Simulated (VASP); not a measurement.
Crystal: CdSe.

```
CELL_PARAMETERS angstrom
-4.06839 4.06839 4.06839
4.06839 -4.06839 4.06839
4.06839 4.06839 -4.06839
ATOMIC_POSITIONS crystal
Cd 0.31720 0.31720 0.31720
Cd 0.00000 0.00000 0.68280
Cd 0.00000 0.68280 0.00000
Cd 0.68280 0.00000 0.00000
Se 0.68280 0.68280 0.68280
Se 0.00000 0.00000 0.31720
Se 0.00000 0.31720 0.00000
Se 0.31720 0.00000 0.00000
```

The cell was generated, and may not be a known phase.

* Program: VASP 6.6.1
* Task: relaxation of cell and atoms
* Functional: PBE
* Potentials or basis: VASP PAW PBE potentials, release 64 (Cd, Se)
* Cutoff: 500 eV
* k mesh: 4 × 4 × 4
* Occupations: gaussian, width 0.1 eV
* Spin: no spin polarisation

At the start: pressure 6.6 GPa; volume 33.67 Å³/atom.

**Question.** Where does the relaxation end?

**Answer.** Over 9 steps the energy falls by 108.7 meV/atom and the volume is 37.93 Å³/atom (+12.7 %); space group I-43m (No. 217, to 0.1 Å) before and after.

Step by step:
```tsv
step	energy change (eV)	largest force (eV/Å)	pressure (GPa)	volume (Å³)
1	0.0000	1.7260	6.59	269.36
2	-0.6136	0.5993	-2.27	327.01
3	-0.8639	0.0962	0.02	303.68
4	-0.8638	0.0787	0.11	302.97
5	-0.8652	0.0518	0.06	303.51
6	-0.8663	0.0924	-0.04	304.58
7	-0.8676	0.0626	-0.05	304.61
8	-0.8692	0.0401	-0.09	304.69
9	-0.8697	0.0102	0.06	303.46
```

Final structure:
```
Cd Se
1.0
    -4.23332    4.23332    4.23332
     4.23332   -4.23332    4.23332
     4.23332    4.23332   -4.23332
Cd Se
4 4
Direct
  0.31865 0.31865 0.31865
  0.00000 0.00000 0.68136
  0.00000 0.68136 0.00000
  0.68136 0.00000 0.00000
  0.67274 0.67274 0.67274
  0.00000 0.00000 0.32726
  0.00000 0.32726 0.00000
  0.32726 0.00000 0.00000
```
